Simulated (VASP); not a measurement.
# ZnHS (buck sheet) in VASP: further runs

Runs on ZnHS (buck sheet). Level: PBE. Tasks: single point.

Everything below comes from runs of VASP 6.6.1. Logs are shortened: lines on timing, memory, paths and dates and some standing lists are left out, and cuts for length are marked.

## 1. The cell of the first run

The cell holds a wire with vacuum, 12 atoms: a = 17.500 Å, b = 9.300 Å, c = 6.707 Å, α = 90.00°, β = 90.00°, γ = 90.00°.

## 2. Single point, PBE

INCAR reads:

```
SYSTEM = ZnHS
PREC     = Accurate       ! precision mode
ENCUT    = 520            ! plane-wave cutoff, eV
EDIFF    = 1E-7           ! SCF threshold, eV
ISMEAR   = 0              ! smearing method
SIGMA    = 0.05           ! smearing width, eV
LREAL    = .False.        ! projectors in reciprocal space
LASPH    = .True.         ! aspherical terms in the spheres
NELM     = 60             ! most SCF steps
ALGO     = Normal         ! electronic algorithm
ISIF     = 2              ! what is computed and relaxed
LWAVE    = .False.        ! write WAVECAR
LCHARG   = .False.        ! write CHGCAR
GGA      = PE             ! functional
NBANDS   = 50             ! bands
```

KPOINTS reads:

```
Automatic mesh
0
Gamma
  1 1 5
  0 0 0
```

POSCAR reads:

```
ZnHS
1.0
   17.5000000000      0.0000000000      0.0000000000
    0.0000000000      9.3000000000      0.0000000000
    0.0000000000      0.0000000000      6.7072270490
Zn S H
4 4 4
Direct
    0.5486928375      0.5000000000      0.3519595328
    0.6815541904      0.5000000000      0.8126618064
    0.3184458096      0.5000000000      0.3126618064
    0.4513071625      0.5000000000      0.8519595328
    0.6536141561      0.5000000000      0.1524959211
    0.4388073007      0.5000000000      0.1817141008
    0.5611926993      0.5000000000      0.6817141008
    0.3463858439      0.5000000000      0.6524959211
    0.7611069508      0.5000000000      0.7170105972
    0.2388930492      0.5000000000      0.2170105972
    0.7165124122      0.5000000000      0.2693011848
    0.2834875878      0.5000000000      0.7693011848
```

Potentials or basis: VASP PAW PBE potentials, release 64 (Zn, S, H).

Run with:

```
cat potpaw_PBE.64/Zn/POTCAR potpaw_PBE.64/S/POTCAR potpaw_PBE.64/H/POTCAR > POTCAR
mpirun -np 1 vasp_std > vasp.out
```

OUTCAR:

```text
SYSTEM = ZnHS
   PREC = Accurate
   ENCUT = 520
   EDIFF = 1E-7
   ISMEAR = 0
   LREAL = .False.
   LASPH = .True.
   NELM = 60
   ISIF = 2
   GGA = PE

 ion  position               nearest neighbor table
   1  0.549  0.500  0.352-   7 2.22   6 2.24   5 2.27
   2  0.682  0.500  0.813-   9 1.53   7 2.28   5 2.33
   3  0.318  0.500  0.313-  10 1.53   6 2.28   8 2.33
   4  0.451  0.500  0.852-   6 2.22   7 2.24   8 2.27
   5  0.654  0.500  0.152-  11 1.35   1 2.27   2 2.33
   6  0.439  0.500  0.182-   4 2.22   1 2.24   3 2.28
   7  0.561  0.500  0.682-   1 2.22   4 2.24   2 2.28
   8  0.346  0.500  0.652-  12 1.35   4 2.27   3 2.33
   9  0.761  0.500  0.717-   2 1.53
  10  0.239  0.500  0.217-   3 1.53
  11  0.717  0.500  0.269-   5 1.35
  12  0.283  0.500  0.769-   8 1.35

  LATTYP: Found a simple orthorhombic cell.
 ALAT       =     6.7072270490
 B/A-ratio  =     1.3865640647
 C/A-ratio  =     2.6091259282

  Lattice vectors:

 A1 = (   0.0000000000,   0.0000000000,  -6.7072270490)
 A2 = (   0.0000000000,   9.3000000000,   0.0000000000)
 A3 = (  17.5000000000,   0.0000000000,   0.0000000000)

Analysis of symmetry for initial positions (statically):
=====================================================================
 Subroutine PRICEL returns:
 Original cell was already a primitive cell.

 Routine SETGRP: Setting up the symmetry group for a
 simple orthorhombic supercell.

 Subroutine GETGRP returns: Found  4 space group operations
 (whereof  2 operations were pure point group operations)
 out of a pool of  8 trial point group operations.

The static configuration has the point symmetry C_1h.
 The point group associated with its full space group is C_2v.

Analysis of symmetry for dynamics (positions and initial velocities):
=====================================================================
 Subroutine PRICEL returns:
 Original cell was already a primitive cell.

 Routine SETGRP: Setting up the symmetry group for a
 simple orthorhombic supercell.

 Subroutine GETGRP returns: Found  4 space group operations
 (whereof  2 operations were pure point group operations)
 out of a pool of  8 trial point group operations.

The dynamic configuration has the point symmetry C_1h.
 The point group associated with its full space group is C_2v.

 Subroutine INISYM returns: Found  4 space group operations
 (whereof  2 operations are pure point group operations),
 and found     1 'primitive' translations

----------------------------------------------------------------------------------------

                                     Primitive cell

  volume of cell :    1091.6012

  direct lattice vectors                    reciprocal lattice vectors
    17.500000000  0.000000000  0.000000000     0.057142857  0.000000000  0.000000000
     0.000000000  9.300000000  0.000000000     0.000000000  0.107526882  0.000000000
     0.000000000  0.000000000  6.707227049     0.000000000  0.000000000  0.149092910

  length of vectors
    17.500000000  9.300000000  6.707227049     0.057142857  0.107526882  0.149092910

  position of ions in fractional coordinates (direct lattice)
     0.548692837  0.500000000  0.351959533
     0.681554190  0.500000000  0.812661806
     0.318445810  0.500000000  0.312661806
     0.451307163  0.500000000  0.851959533
     0.653614156  0.500000000  0.152495921
     0.438807301  0.500000000  0.181714101
     0.561192699  0.500000000  0.681714101
     0.346385844  0.500000000  0.652495921
     0.761106951  0.500000000  0.717010597
     0.238893049  0.500000000  0.217010597
     0.716512412  0.500000000  0.269301185
     0.283487588  0.500000000  0.769301185

  ion indices of the primitive-cell ions
   primitive index   ion index
                 1           1
                 2           2
                 3           3
                 4           4
                 5           5
                 6           6
                 7           7
                 8           8
                 9           9
                10          10
                11          11
                12          12

----------------------------------------------------------------------------------------

 KPOINTS: Automatic mesh

Automatic generation of k-mesh.
 Grid dimensions read from file:
 generate k-points for:    1    1    5

 Generating k-lattice:

  Cartesian coordinates                     Fractional coordinates (reciprocal lattice)
     0.057142857  0.000000000  0.000000000     1.000000000  0.000000000  0.000000000
     0.000000000  0.107526882  0.000000000     0.000000000  1.000000000  0.000000000
     0.000000000  0.000000000  0.029818582     0.000000000  0.000000000  0.200000000

  Length of vectors
     0.057142857  0.107526882  0.029818582

  Shift w.r.t. Gamma in fractional coordinates (k-lattice)
     0.000000000  0.000000000  0.000000000

 Subroutine IBZKPT returns following result:
 ===========================================

 Found      3 irreducible k-points:

 Following reciprocal coordinates:
            Coordinates               Weight
  0.000000  0.000000  0.000000      1.000000
  0.000000  0.000000  0.200000      2.000000
  0.000000  0.000000  0.400000      2.000000
   k-points           NKPTS =      3   k-points in BZ     NKDIM =      3   number of bands    NBANDS=     50
   number of dos      NEDOS =    301   number of ions     NIONS =     12
   total plane-waves  NPLWV = 490000
   dimension x,y,z NGX =   140 NGY =   70 NGZ =   50
   dimension x,y,z NGXF=   280 NGYF=  140 NGZF=  100
   ions per type =               4   4   4
   NGX,Y,Z   is equivalent  to a cutoff of  13.30, 12.51, 12.39 a.u.
   NGXF,Y,Z  is equivalent  to a cutoff of  26.60, 25.03, 24.79 a.u.
 SYSTEM =  ZnHS
   PREC   = accura    normal or accurate (medium, high low for compatibility)
   ISTART =      0    job   : 0-new  1-cont  2-samecut
   ICHARG =      2    charge: 1-file 2-atom 10-const
   ISPIN  =      1    spin polarized calculation?
   LNONCOLLINEAR =      F non collinear calculations
   LSORBIT =      F    spin-orbit coupling
   LASPH  =      T    aspherical Exc in radial PAW
   ENCUT  =  520.0 eV  38.22 Ry    6.18 a.u.  32.54 17.29 12.47*2*pi/ulx,y,z
   NELM   =     60;   NELMIN=  2; NELMDL= -5     # of ELM steps
   EDIFF  = 0.1E-06   stopping-criterion for ELM
   LREAL  =      F    real-space projection
   EDIFFG = 0.1E-05   stopping-criterion for IOM
   NSW    =      0    number of steps for IOM
   IBRION =     -1    ionic relax: 0-MD 1-quasi-New 2-CG
   NFREE  =      0    steps in history (QN), initial steepest desc. (CG)
   ISIF   =      2    stress and relaxation
   ISYM   =      2    0-nonsym 1-usesym 2-fastsym
   POTIM  = 0.5000    time-step for ionic-motion
   TEBEG  =    0.0;   TEEND  =   0.0 temperature during run
   PSTRESS=    0.0 pullay stress
   NELECT =      76.0000    total number of electrons
   NUPDOWN=      -1.0000    fix difference up-down
   EMIN   =  10.00;   EMAX   =-10.00  energy-range for DOS
   EFERMI =   0.00;   METHOD = LEGACY
   ISMEAR =     0;   SIGMA  =   0.05  broadening in eV -4-tet -1-fermi 0-gaus
   EFERMI_NEDOS =   21; number of points for ismear=-14 and -15
   IALGO  =     38    algorithm
   IMIX   =      4    mixing-type and parameters
     AMIX     =   0.40;   BMIX     =  1.00
     AMIX_MAG =   1.60;   BMIX_MAG =  1.00
  volume/ion in A,a.u.               =      90.97       613.87
  Fermi-wavevector in a.u.,A,eV,Ry     =   0.673480  1.272693  6.171266  0.453575
  Thomas-Fermi vector in A             =   1.749912
   LORBIT       =      0    0 simple, 1 ext, 2 COOP (PROOUT), +10 PAW based schemes
   GGA     = PE    functional components
   LHFCALC =     F    Hartree Fock is set to
   AEXX    =    0.0000 exact exchange contribution
   IVDW    =     0    specifies the selected vdW correction
   LEPSILON=     F    determine dielectric tensor
   LRPA    =     F    only Hartree local field effects (RPA)
 non-spin polarized calculation
 Gauss-broadening in eV      SIGMA  =   0.05
  energy-cutoff  :      520.00
  volume of cell :     1091.60
 maximum number of plane-waves:     29413
 NGX is ok and might be reduce to   140
   NGX = 65   NGY = 35   NGZ = 25

 number of electron      76.0000042 magnetization

 Free energy of the ion-electron system (eV)
  ---------------------------------------------------
  ext. energy  EPLUGINS =         0.00000000
  ---------------------------------------------------
  free energy    TOTEN  =       -37.18221500 eV

  energy without entropy =      -37.18221500  energy(sigma->0) =      -37.18221500

 E-fermi :  -4.9001     XC(G=0):  -2.5219

 val. band max:       -5.1591526485   @ k =   0.0000   0.0000   0.0000
 cond. band min:      -1.4321766318   @ k =   0.0000   0.0000   0.0000
 fundamental gap:      3.7269760167
 Fermi energy:        -4.9000596615

 k-point     1 :       0.0000    0.0000    0.0000
  band No.  band energies     occupation
      1     -17.4074      2.00000
      2     -17.3194      2.00000
      3     -16.5993      2.00000
      4     -16.3263      2.00000
      5     -11.2211      2.00000
      6     -11.1212      2.00000
[... 42 lines left out ...]
     49       1.0972      0.00000
     50       1.1477      0.00000

 k-point     2 :       0.0000    0.0000    0.2000
  band No.  band energies     occupation
      1     -17.3842      2.00000
      2     -17.3138      2.00000
      3     -16.5930      2.00000
      4     -16.3723      2.00000
      5     -11.1876      2.00000
      6     -11.1524      2.00000
[... 42 lines left out ...]
     49       1.0343      0.00000
     50       1.2310      0.00000

 k-point     3 :       0.0000    0.0000    0.4000
  band No.  band energies     occupation
      1     -17.3374      2.00000
      2     -17.3112      2.00000
      3     -16.5581      2.00000
      4     -16.4738      2.00000
      5     -11.1831      2.00000
      6     -11.1581      2.00000
[... 42 lines left out ...]
     49       1.0603      0.00000
     50       1.4984      0.00000

------------------------ aborting loop because EDIFF is reached ----------------------------------------

  FORCE on cell =-STRESS in cart. coord.  units (eV):
  Direction    XX          YY          ZZ          XY          YZ          ZX
  --------------------------------------------------------------------------------------
  -------------------------------------------------------------------------------------
  Total        0.0711229     -0.0424657      0.1511244      0.0000000      0.0000000      0.0000000
  in kB        0.1043893     -0.0623283      0.2218100      0.0000000      0.0000000      0.0000000
  external PRESSURE =       0.0879570 kB  Pullay stress =       0.0000000 kB

 VOLUME and BASIS-vectors are now :
 -----------------------------------------------------------------------------
  energy-cutoff  :      520.00
  volume of cell :     1091.60
      direct lattice vectors                 reciprocal lattice vectors
    17.500000000  0.000000000  0.000000000     0.057142857  0.000000000  0.000000000
     0.000000000  9.300000000  0.000000000     0.000000000  0.107526882  0.000000000
     0.000000000  0.000000000  6.707227049     0.000000000  0.000000000  0.149092910

 POSITION                                       TOTAL-FORCE (eV/Angst)
 -----------------------------------------------------------------------------------
      9.60212      4.65000      2.36067         0.010814      0.000000      0.001357
     11.92720      4.65000      5.45071         0.014517      0.000000     -0.024236
      5.57280      4.65000      2.09709        -0.014517      0.000000     -0.024236
      7.89788      4.65000      5.71429        -0.010814      0.000000      0.001357
     11.43825      4.65000      1.02282         0.071043      0.000000      0.063470
      7.67913      4.65000      1.21880        -0.009395      0.000000      0.008642
      9.82087      4.65000      4.57241         0.009395      0.000000      0.008642
      6.06175      4.65000      4.37644        -0.071043      0.000000      0.063470
     13.31937      4.65000      4.80915         0.014705      0.000000     -0.002857
      4.18063      4.65000      1.45554        -0.014705      0.000000     -0.002857
     12.53897      4.65000      1.80626        -0.064496      0.000000     -0.046376
      4.96103      4.65000      5.15988         0.064496      0.000000     -0.046376
 -----------------------------------------------------------------------------------
    total drift:                                0.000000     -0.000000     -0.011253

  FREE ENERGIE OF THE ION-ELECTRON SYSTEM (eV)
  ---------------------------------------------------
  free  energy   TOTEN  =       -37.1822150022 eV

  energy  without entropy=      -37.1822150022  energy(sigma->0) =      -37.18221500
```

Wall time 6.5 min (1 thread of Intel Xeon Platinum 8488C (Sapphire Rapids), shared host); peak memory 0.98 GiB.

What came out:

* Free energy: -37.1822 eV
* Largest force: 0.095 eV/Å
* Band gap on the k mesh: 3.73 eV, direct

Forces on the atoms (eV/Å):
```
Zn   0.011  0.000  0.001
Zn   0.015  0.000 -0.024
Zn  -0.015  0.000 -0.024
Zn  -0.011  0.000  0.001
S    0.071  0.000  0.063
S   -0.009  0.000  0.009
S    0.009  0.000  0.009
S   -0.071  0.000  0.063
H    0.015  0.000 -0.003
H   -0.015  0.000 -0.003
H   -0.064  0.000 -0.046
H    0.064  0.000 -0.046
```

## 3. Single point, PBE

This run uses another cell than the first one, of 91.29 Å³/atom, 1.004 times its volume.

INCAR reads:

```
ALGO = Normal ; EDIFF = 1E-6
ENCUT = 520 ; GGA = PE
ISIF = 2 ; ISMEAR = 0
LASPH = T ; LCHARG = F
LREAL = F ; LWAVE = F
NBANDS = 50 ; NELM = 80
PREC = Accurate ; SIGMA = 0.05
```

KPOINTS reads:

```
k-points
0
Gamma
  1 1 5
```

POSCAR reads:

```
ZnHS
1.0
   17.5000000000      0.0000000000      0.0000000000
    0.0000000000      9.3000000000      0.0000000000
    0.0000000000      0.0000000000      6.7308988119
Zn S H
4 4 4
Direct
    0.5555155177      0.5000000000      0.3333333333
    0.6665465532      0.5000000000      0.8333333333
    0.3334534468      0.5000000000      0.3333333333
    0.4444844823      0.5000000000      0.8333333333
    0.6665465532      0.5000000000      0.1666666667
    0.4444844823      0.5000000000      0.1666666667
    0.5555155177      0.5000000000      0.6666666667
    0.3334534468      0.5000000000      0.6666666667
    0.7432516604      0.5000000000      0.7181926929
    0.2567483396      0.5000000000      0.2181926929
    0.7333542272      0.5000000000      0.2669504503
    0.2666457728      0.5000000000      0.7669504503
```

Potentials or basis: VASP PAW PBE potentials, release 64 (Zn, S, H).

Run with:

```
cat potpaw_PBE.64/Zn/POTCAR potpaw_PBE.64/S/POTCAR potpaw_PBE.64/H/POTCAR > POTCAR
mpirun -np 1 vasp_std > vasp.out
```

It took 5.4 min on 1 thread of Intel Xeon Platinum 8488C (Sapphire Rapids), shared host; peak memory 0.93 GiB.

It converged, with:

| Item | Value |
| --- | --- |
| Free energy | -36.7311 eV |
| Largest force | 0.976 eV/Å |
| Band gap on the k mesh | 3.48 eV, direct |

Forces in eV/Å, atoms in the order of the input:
```
Zn  -0.116  0.000  0.247
Zn   0.749  0.000 -0.626
Zn  -0.749  0.000 -0.626
Zn   0.116  0.000  0.247
S   -0.381  0.000  0.155
S    0.505  0.000  0.281
S   -0.505  0.000  0.281
S    0.381  0.000  0.155
H    0.063  0.000 -0.043
H   -0.063  0.000 -0.043
H   -0.117  0.000 -0.014
H    0.117  0.000 -0.014
```

Levels at points of the mesh, in eV from the valence-band top:
| k point | band 34 | band 35 | band 36 | band 37 | band 38 | band 39 | band 40 | band 41 | band 42 | band 43 |
| --- | --- | --- | --- | --- | --- | --- | --- | --- | --- | --- |
| (0.00, 0.00, 0.00) | -0.88 | -0.41 | -0.33 | -0.18 | 0.00 | 3.48 | 4.47 | 4.83 | 5.00 | 5.31 |
